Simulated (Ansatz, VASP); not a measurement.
**Two plane-wave programs on Bi**

```
CELL_PARAMETERS angstrom
0.00000 2.55145 2.55145
2.55145 0.00000 2.55145
2.55145 2.55145 0.00000
ATOMIC_POSITIONS crystal
Bi 0.00000 0.00000 0.00000
```

Alike in both runs: task single point; functional BLYP; k mesh 12 × 12 × 12; occupations fermi-dirac, width 0.1 eV; no spin polarisation.

```csv
,VASP,Ansatz
version,VASP 6.6.1,Ansatz 0.2.0
potentials or method,"VASP PAW PBE potentials, release 64 (Bi_d), cutoff 520 eV","plane waves (420 eV) with PAW, scalar-relativistic"
valence electrons in the cell,15,15
```

```tsv
	VASP	Ansatz	Ansatz less VASP
pressure (GPa)	1.7	1.6	-0.10
```

VASP's potentials were made for PBE, not for BLYP.

Neither program's run includes spin-orbit coupling.
